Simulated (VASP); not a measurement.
Write the native input for VASP 6.6.1 that does the following.

```
Task                   : single point
Functional             : PBE
Potentials or basis    : VASP PAW PBE potentials, release 64 (Mg)
Cutoff                 : 520 eV
k mesh                 : 16 × 16 × 16
Occupations            : fermi-dirac, width 0.03 eV
Spin                   : no spin polarisation
Dipole correction      : no
Further INCAR settings : ALGO = Normal; EDIFF = 1e-06; NBANDS = 7
```

The structure of Mg lies in POSCAR:

```
Mg
1.0
    0.0000000000      2.1988317276      2.1988317276
    2.1988317276      0.0000000000      2.1988317276
    2.1988317276      2.1988317276      0.0000000000
Mg
1
Direct
    0.0000000000      0.0000000000      0.0000000000
```

This cell differs from its parent crystal: volume scaled by 0.9405.

These files were run (other wordings do the same):

INCAR

```
  PREC = Accurate
  ENCUT = 520
  EDIFF = 1E-6
  ISMEAR = -1
  SIGMA = 0.03
  LREAL = F
  LASPH = T
  NELM = 100
  ALGO = Normal
  ISIF = 2
  LWAVE = F
  LCHARG = F
  GGA = PE
  NBANDS = 7
```

KPOINTS

```
regular mesh
0
Gamma
  16 16 16
```

Potentials or basis: VASP PAW PBE potentials, release 64 (Mg).

The run is started by

```console
$ cat potpaw_PBE.64/Mg/POTCAR > POTCAR
$ mpirun -np 1 vasp_std > vasp.out
```

It gave:

```yaml
Pressure: 3.4 GPa
Band_gap_on_the_k_mesh: zero (band 1 reaches 4.52 eV, above the bottom of band 2 at 1.75 eV)
```

Wall time 4.8 s on 1 thread of Intel(R) Xeon(R) 6975P-C (Granite Rapids), with other jobs on the host, peak memory 0.14 GiB.
